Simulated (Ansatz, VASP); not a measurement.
## Na3TlCl4 in VASP and in Ansatz

Contents of INCAR:

```
SYSTEM = Na3TlCl4
ALGO = Normal
EDIFF = 1E-7
ENCUT = 520
GGA = PE
ISIF = 2
ISMEAR = 0
LASPH = .TRUE.
LCHARG = .FALSE.
LREAL = .FALSE.
LWAVE = .FALSE.
NBANDS = 41
NELM = 60
PREC = Accurate
SIGMA = 0.1
```

Contents of KPOINTS:

```
k-points
0
G
  4 4 4
  0 0 0
```

Contents of POSCAR:

```
Na3TlCl4
1.0
   -3.0253192000      3.0253192000      5.8910480000
    3.0253192000     -3.0253192000      5.8910480000
    3.0253192000      3.0253192000     -5.8910480000
Na Tl Cl
3 1 4
Direct
    0.0000000000      0.0000000000      0.0000000000
    0.2500000000      0.7500000000      0.5000000000
    0.7500000000      0.2500000000      0.5000000000
    0.5000000000      0.5000000000      0.0000000000
    0.7688200000      0.7688200000      0.0000000000
    0.2311800000      0.2311800000      0.0000000000
    0.0000000000      0.5000000000      0.5000000000
    0.5000000000      0.0000000000      0.5000000000
```

Input for Ansatz:

```yaml
crystal:
  lattice:
    - [-3.0253192, 3.0253192, 5.891048]
    - [3.0253192, -3.0253192, 5.891048]
    - [3.0253192, 3.0253192, -5.891048]
  atoms:
    - { symbol: Na, position: [0.0, 0.0, 0.0] }
    - { symbol: Na, position: [0.25, 0.75, 0.5] }
    - { symbol: Na, position: [0.75, 0.25, 0.5] }
    - { symbol: Tl, position: [0.5, 0.5, 0.0] }
    - { symbol: Cl, position: [0.76882, 0.76882, 0.0] }
    - { symbol: Cl, position: [0.23118, 0.23118, 0.0] }
    - { symbol: Cl, position: [0.0, 0.5, 0.5] }
    - { symbol: Cl, position: [0.5, 0.0, 0.5] }
basis:
  ecutwfc: 420
kpoints:
  mp_grid: { grid: [4, 4, 4] }
hamiltonian:
  xc: pbe
scf:
  occupations: { method: gaussian, width: 0.1 }
  lower_state_search: "off"
output:
  forces: true
  stress: true
  eigenvalues: true
```

Alike in both runs: task single point; functional PBE; k mesh 4 × 4 × 4; occupations gaussian, width 0.1 eV; no spin polarisation.

|  | VASP | Ansatz |
| --- | --- | --- |
| version | VASP 6.6.1 | Ansatz 0.2.0 |
| potentials or method | VASP PAW PBE potentials, release 64 (Na_pv, Tl_d, Cl), cutoff 520 eV | scalar-relativistic, plane waves, PAW |
| valence electrons in the cell | 62 | 68 |

Ansatz gave:

* gap on the k mesh at the Fermi level (eV): 3.18
* least direct gap on the mesh (eV): 3.24
* pressure (GPa): 0.0

Which values does VASP return?

gap on the k mesh at the Fermi level (eV): 3.18; least direct gap on the mesh (eV): 3.25; pressure (GPa): -0.1.

With one functional, cell and mesh, what is left measures potentials, basis and numerics. VASP's potentials hold 62 valence electrons a cell and Ansatz's 68, so a difference there can come from the potentials and not from the codes.

Neither program's run includes spin-orbit coupling.
